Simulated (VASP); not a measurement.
Input of a VASP 6.6.1 run:

INCAR

```
PREC = Accurate
ENCUT = 520
EDIFF = 1E-6
ISMEAR = 0
SIGMA = 0.05
LREAL = F
LASPH = T
NELM = 60
ALGO = Normal
ISIF = 2
LWAVE = F
LCHARG = T
GGA = PE
LELF = T
LVHAR = T
NBANDS = 18
```

The input KPOINTS:

```
regular mesh
0
Gamma
  9 9 6
```

Contents of POSCAR:

```
LiF
1.0
    3.0027653328      0.0000000000      0.0000000000
   -1.5013826664      2.6004710598      0.0000000000
    0.0000000000      0.0000000000      5.3121921503
Li F
2 2
Direct
    0.3333333333      0.6666666667      0.3810713234
    0.6666666667      0.3333333333      0.8810713234
    0.3333333333      0.6666666667      0.9939266766
    0.6666666667      0.3333333333      0.4939266766
```

Potentials or basis: VASP PAW PBE potentials, release 64 (Li_sv, F).

Launch:

```bash
$ cat potpaw_PBE.64/Li_sv/POTCAR potpaw_PBE.64/F/POTCAR > POTCAR
$ mpirun -np 1 vasp_std > vasp.out
```

Q: Estimate the largest force.

A: 0.250 eV/Å.

Q: Estimate the band gap on the k mesh.

A: 7.60 eV, direct.

Forces in eV/Å, atoms in the order of the input:
```
Li   0.000  0.000 -0.250
Li   0.000  0.000 -0.250
F    0.000  0.000  0.250
F    0.000  0.000  0.250
```

 A k mesh can miss the band edges.
